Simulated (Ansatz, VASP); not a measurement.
**SnO2: VASP beside Ansatz**

INCAR

```
ALGO = Normal
EDIFF = 1E-6
ENCUT = 520
GGA = PE
ISIF = 2
ISMEAR = 0
LASPH = T
LCHARG = T
LELF = T
LREAL = F
LVHAR = T
LWAVE = F
NBANDS = 35
NELM = 60
PREC = Accurate
SIGMA = 0.01
```

File KPOINTS:

```
k-points
0
Gamma
  6 6 8
```

POSCAR

```
SnO2
1.0
    4.7380000000      0.0000000000      0.0000000000
    0.0000000000      4.7380000000      0.0000000000
    0.0000000000      0.0000000000      3.1865000000
Sn O
2 4
Direct
    0.0000000000      0.0000000000      0.0000000000
    0.5000000000      0.5000000000      0.5000000000
    0.3071000000      0.3071000000      0.0000000000
    0.1929000000      0.8071000000      0.5000000000
    0.6929000000      0.6929000000      0.0000000000
    0.8071000000      0.1929000000      0.5000000000
```

Input for Ansatz:

```yaml
crystal:
  lattice:
    - [4.738, 0.0, 0.0]
    - [0.0, 4.738, 0.0]
    - [0.0, 0.0, 3.1865]
  atoms:
    - { symbol: Sn, position: [0.0, 0.0, 0.0] }
    - { symbol: Sn, position: [0.5, 0.5, 0.5] }
    - { symbol: O, position: [0.3071, 0.3071, 0.0] }
    - { symbol: O, position: [0.1929, 0.8071, 0.5] }
    - { symbol: O, position: [0.6929, 0.6929, 0.0] }
    - { symbol: O, position: [0.8071, 0.1929, 0.5] }
basis:
  ecutwfc: 420.0
kpoints:
  mp_grid:
    grid: [6, 6, 8]
hamiltonian:
  pseudopotentials:
    kind: paw
scf:
  occupations:
    method: fixed
output:
  dos:
    de: 0.1
    method:
      smearing:
        sigma: 0.15
    projected: true
  eigenvalues: true
```

Alike in both runs: task single point; functional PBE; k mesh 6 × 6 × 8; no spin polarisation.

```csv
,VASP,Ansatz
version,VASP 6.6.1,Ansatz 0.2.0
potentials or method,"VASP PAW PBE potentials, release 64 (Sn_d, O), cutoff 520 eV","plane waves, PAW"
occupations,"gaussian, width 0.01 eV",fixed
valence electrons in the cell,52,52
```

|  | VASP | Ansatz | Ansatz less VASP |
| --- | --- | --- | --- |
| gap on the k mesh at the Fermi level (eV) | 1.27 | 1.28 | +0.010 |
